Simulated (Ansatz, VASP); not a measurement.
## Al2Cu in VASP and in Ansatz

INCAR

```
SYSTEM = Al2Cu
  PREC = Accurate
  ENCUT = 520
  EDIFF = 1E-6
  ISMEAR = 0
  SIGMA = 0.15
  LREAL = .FALSE.
  LASPH = .TRUE.
  NELM = 60
  ALGO = Fast
  ISIF = 2
  LWAVE = .FALSE.
  LCHARG = .FALSE.
  GGA = PE
  NBANDS = 26
```

KPOINTS

```
Automatic mesh
0
G
  10 10 10
  0 0 0
```

The input POSCAR:

```
Al2Cu
1.0
   -3.0564000000      3.0564000000      2.3436500000
    3.0564000000     -3.0564000000      2.3436500000
    3.0564000000      3.0564000000     -2.3436500000
Al Cu
4 2
Direct
    0.1587211657      0.6587211657      0.8174423314
    0.6587211657      0.8412788343      0.5000000000
    0.8412788343      0.3412788343      0.1825576686
    0.3412788343      0.1587211657      0.5000000000
    0.7500000000      0.7500000000      0.0000000000
    0.2500000000      0.2500000000      0.0000000000
```

Input for Ansatz:

```yaml
crystal:
  lattice:
    - [-3.0564, 3.0564, 2.34365]
    - [3.0564, -3.0564, 2.34365]
    - [3.0564, 3.0564, -2.34365]
  atoms:
    - { symbol: Al, position: [0.1587211657, 0.6587211657, 0.8174423314] }
    - { symbol: Al, position: [0.6587211657, 0.8412788343, 0.5] }
    - { symbol: Al, position: [0.8412788343, 0.3412788343, 0.1825576686] }
    - { symbol: Al, position: [0.3412788343, 0.1587211657, 0.5] }
    - { symbol: Cu, position: [0.75, 0.75, 0.0] }
    - { symbol: Cu, position: [0.25, 0.25, 0.0] }
basis:
  ecutwfc: 520.0
kpoints:
  mp_grid: { grid: [10, 10, 10] }
hamiltonian:
  xc: pbe
  pseudopotentials: { kind: paw, azcp: { folder: soft_1 } }
scf:
  occupations: { method: gaussian, width: 0.15 }
output:
  forces: true
  stress: true
  eigenvalues: true
```

Alike in both runs: task single point; functional PBE; k mesh 10 × 10 × 10; occupations gaussian, width 0.15 eV; no spin polarisation.

|  | VASP | Ansatz |
| --- | --- | --- |
| version | VASP 6.6.1 | Ansatz 0.2.0 |
| potentials or method | VASP PAW PBE potentials, release 64 (Al, Cu), cutoff 520 eV | scalar-relativistic, plane waves, PAW |
| valence electrons in the cell | 34 | 50 |

```tsv
	VASP	Ansatz	Ansatz less VASP
gap on the k mesh at the Fermi level (eV)	none	none	-
pressure (GPa)	2.5	2.5	-0.08
traceless stress, the component that is largest in VASP (GPa)	5.22	5.21	-0.005
rms of the force components (eV/Å)	0.076	0.074	-0.0017
```

Atom by atom the forces differ by 0.002 eV/Å (rms over components). A gap of «none» marks a metal or a gap that the smearing closes. VASP's potentials hold 34 valence electrons a cell and Ansatz's 50, so a difference there can come from the potentials and not from the codes.
